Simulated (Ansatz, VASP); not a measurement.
# Two plane-wave programs on Ge2Sb2Te5

File POSCAR:

```
Ge2Sb2Te5
1.0
    4.2164170176      0.0000000000      0.0000000000
   -2.1082085088      3.6515242502      0.0000000000
    0.0000000000      0.0000000000     17.9149936018
Ge Sb Te
2 2 5
Direct
    0.0000000000      0.0000000000      0.3355855993
    0.0000000000      0.0000000000      0.6644144007
    0.3333333333      0.6666666667      0.1120428941
    0.6666666667      0.3333333333      0.8879571059
    0.0000000000      0.0000000000      0.0000000000
    0.3333333333      0.6666666667      0.7914853527
    0.6666666667      0.3333333333      0.2085146473
    0.3333333333      0.6666666667      0.4140026463
    0.6666666667      0.3333333333      0.5859973537
```

Contents of INCAR.step1:

```
SYSTEM = Ge2Sb2Te5
ALGO = Normal
EDIFF = 1E-4
ENCUT = 520
GGA = PE
ISMEAR = 0
LASPH = .TRUE.
LCHARG = .FALSE.
LREAL = .FALSE.
LWAVE = .TRUE.
NBANDS = 44
NELM = 80
PREC = Accurate
SIGMA = 0.05
```

File INCAR.step2:

```
SYSTEM = Ge2Sb2Te5
ALGO = Normal
EDIFF = 1E-6
ENCUT = 520
ISIF = 2
ISMEAR = 0
ISTART = 1
LASPH = .TRUE.
LCHARG = .FALSE.
LMIXTAU = .TRUE.
LREAL = .FALSE.
LWAVE = .FALSE.
METAGGA = R2SCAN
NBANDS = 44
NELM = 80
PREC = Accurate
SIGMA = 0.05
```

KPOINTS

```
k-points
0
G
  10 10 2
  0 0 0
```

Input for Ansatz:

```yaml
crystal:
  lattice:
    - [4.2164170176, 0.0, 0.0]
    - [-2.1082085088, 3.6515242502, 0.0]
    - [0.0, 0.0, 17.9149936018]
  atoms:
    - { symbol: Ge, position: [0.0, 0.0, 0.3355855993] }
    - { symbol: Ge, position: [0.0, 0.0, 0.6644144007] }
    - { symbol: Sb, position: [0.3333333333, 0.6666666667, 0.1120428941] }
    - { symbol: Sb, position: [0.6666666667, 0.3333333333, 0.8879571059] }
    - { symbol: Te, position: [0.0, 0.0, 0.0] }
    - { symbol: Te, position: [0.3333333333, 0.6666666667, 0.7914853527] }
    - { symbol: Te, position: [0.6666666667, 0.3333333333, 0.2085146473] }
    - { symbol: Te, position: [0.3333333333, 0.6666666667, 0.4140026463] }
    - { symbol: Te, position: [0.6666666667, 0.3333333333, 0.5859973537] }
scf:
  occupations: { method: gaussian, width: 0.05 }
output:
  forces: true
  stress: false
hamiltonian:
  xc: r2scan
kpoints:
  mp_grid: { grid: [10, 10, 2] }
```

Alike in both runs: task single point; functional r2SCAN; k mesh 10 × 10 × 2; occupations gaussian, width 0.05 eV; no spin polarisation.

```csv
,VASP,Ansatz
version,VASP 6.6.1,Ansatz 0.2.0
potentials or method,"VASP PAW PBE potentials, release 64 (Ge_d, Sb, Te)","scalar-relativistic, plane waves, PAW"
plane-wave cutoff (eV),520,500
valence electrons in the cell,68,138
```

|  | VASP | Ansatz | Ansatz less VASP |
| --- | --- | --- | --- |
| rms of the force components (eV/Å) | 0.040 | 0.036 | -0.0047 |

VASP's potentials were made for PBE, not for r2SCAN. Atom by atom the forces differ by 0.011 eV/Å (rms over components). The functional is the same, so the differences come from potentials, cutoffs and numerics. VASP's potentials hold 68 valence electrons a cell and Ansatz's 138, so a difference there can come from the potentials and not from the codes.

Neither program's run includes spin-orbit coupling.
